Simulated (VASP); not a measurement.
V:

```
V
1.0
     2.43255    0.00000    0.00000
     0.00000    2.43255    0.00000
     0.00000    0.00000    2.43255
V
1
Direct
  0.00000 0.00000 0.00000
```

Base run:

- Program: VASP 6.6.1
- Functional: PBE
- Potentials or basis: VASP PAW PBE potentials, release 64 (V_sv)
- Cutoff: 520 eV
- k mesh: 44 × 44 × 44
- Occupations: fermi-dirac, width 0.0612256 eV
- Spin: no spin polarisation

Its results: pressure 3.1 GPa.

Question: The run is repeated on the same cell with these changes: k mesh from 44 × 44 × 44 to 15 × 15 × 15. What comes out?

Answer: Pressure 3.6 GPa.
